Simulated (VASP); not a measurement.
Input of a VASP 6.6.1 run:

The input INCAR:

```
SYSTEM = Au
PREC = Accurate ; ENCUT = 500
EDIFF = 1E-6 ; ISMEAR = 1
SIGMA = 0.1 ; LREAL = .False.
LASPH = .True. ; NELM = 120
ALGO = Normal ; ISIF = 2
LWAVE = .False. ; LCHARG = .False.
GGA = PE ; NBANDS = 12
GGA_COMPAT = .False.
```

The input KPOINTS:

```
Automatic mesh
0
Gamma
  10 10 10
  0 0 0
```

The input POSCAR:

```
Au
1.0
    0.0000000000      1.9934577312      1.9934577312
    1.9934577312      0.0000000000      1.9934577312
    1.9934577312      1.9934577312      0.0000000000
Au
1
Direct
    0.0000000000      0.0000000000      0.0000000000
```

Potentials or basis: VASP PAW PBE potentials, release 64 (Au).

The run is started by

```console
$ cat potpaw_PBE.64/Au/POTCAR > POTCAR
$ mpirun -np 1 vasp_std > vasp.out
```

Q: Estimate the pressure.

A: 25.7 GPa.
